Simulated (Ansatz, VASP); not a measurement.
**One calculation of W, two programs**

INCAR

```
SYSTEM = W
ALGO = Fast ; EDIFF = 1E-6
ENCUT = 520 ; GGA = PS
ISIF = 2 ; ISMEAR = 0
LASPH = .True. ; LCHARG = .True.
LELF = .True. ; LREAL = .False.
LVHAR = .True. ; LWAVE = .False.
NBANDS = 21 ; NELM = 60
PREC = Accurate ; SIGMA = 0.15
```

The input KPOINTS:

```
k-points
0
Gamma
  24 24 14
  0 0 0
```

The input POSCAR:

```
W
1.0
   -1.5771801384      1.5771801384      1.5771801384
    1.5771801384     -1.5771801384      1.5771801384
    3.1543602768      3.1543602768      0.0000000000
W
2
Direct
    0.0000000000      0.0000000000      0.0112084023
    0.5000000000      0.5000000000      0.4887915977
```

Input for Ansatz:

```yaml
crystal:
  lattice:
    - [-1.5771801384, 1.5771801384, 1.5771801384]
    - [1.5771801384, -1.5771801384, 1.5771801384]
    - [3.1543602768, 3.1543602768, 0.0]
  atoms:
    - { symbol: W, position: [0.0, 0.0, 0.0112084023] }
    - { symbol: W, position: [0.5, 0.5, 0.4887915977] }
basis:
  ecutwfc: 420
kpoints:
  mp_grid: { grid: [24, 24, 14] }
hamiltonian:
  xc: pbesol
scf:
  occupations: { method: gaussian, width: 0.15 }
output:
  forces: true
  stress: true
  eigenvalues: true
```

Change from the starting cell: mode 6 (223.7 1/cm) frozen in, largest displacement +0.050 Å.

Alike in both runs: task single point; functional PBEsol; k mesh 24 × 24 × 14; occupations gaussian, width 0.15 eV; no spin polarisation.

|  | VASP | Ansatz |
| --- | --- | --- |
| version | VASP 6.6.1 | Ansatz 0.2.0 |
| potentials or method | VASP PAW PBE potentials, release 64 (W_sv), cutoff 520 eV | scalar-relativistic, plane waves, PAW |
| valence electrons in the cell | 28 | 28 |

```csv
,VASP,Ansatz,Ansatz less VASP
gap on the k mesh at the Fermi level (eV),none,none,-
pressure (GPa),2.2,1.5,-0.72
"traceless stress, the component that is largest in VASP (GPa)",-0.63,-0.63,-0.006
rms of the force components (eV/Å),0.986,0.973,-0.0125
```

VASP's potentials were made for PBE, not for PBEsol. Atom by atom the forces differ by 0.013 eV/Å (rms over components). A gap of «none» marks a metal or a gap that the smearing closes.

Spin-orbit coupling is off throughout.
